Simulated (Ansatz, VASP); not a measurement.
# CrCuTe3: VASP beside Ansatz

```xyz
5
Lattice="4.9031 0.0000 0.0000 0.0000 4.9031 0.0000 0.0000 0.0000 4.8959" Properties=species:S:1:pos:R:3 pbc="T T T"
Cr    0.0000    0.0000    4.8800
Cu    2.4515    2.4515    2.3748
Te    2.4515    0.0000    2.3763
Te    2.4515    2.4515    4.8227
Te    0.0000    2.4515    2.3763
```

Change from the starting cell: species swapped into the KCrCl3 type (P4mm, No. 99).

Alike in both runs: task single point; functional PBE; k mesh 4 × 4 × 4; occupations gaussian, width 0.1 eV; collinear spin.

```csv
,VASP,Ansatz
version,VASP 6.6.1,Ansatz 0.2.0
potentials or method,"VASP PAW PBE potentials, release 64 (Cr_pv, Cu, Te), cutoff 520 eV","scalar-relativistic, plane waves, PAW"
valence electrons in the cell,41,81
```

```csv
,VASP,Ansatz,Ansatz less VASP
gap on the k mesh at the Fermi level (eV),none,none,-
pressure (GPa),11.2,11.3,+0.06
"traceless stress, the component that is largest in VASP (GPa)",0.07,0.07,+0.002
rms of the force components (eV/Å),0.034,0.034,+0.0003
net moment per atom (μB),0.81,0.81,-0.001
size of the moment on the site where the two differ most (μB),4.03,4.33,+0.296
```

Site moments also hang on the region over which each program counts them. Atom by atom the forces differ by 0.000 eV/Å (rms over components). A gap of «none» marks a metal or a gap that the smearing closes. VASP's potentials hold 41 valence electrons a cell and Ansatz's 81, so a difference there can come from the potentials and not from the codes.

Neither program's run includes spin-orbit coupling.
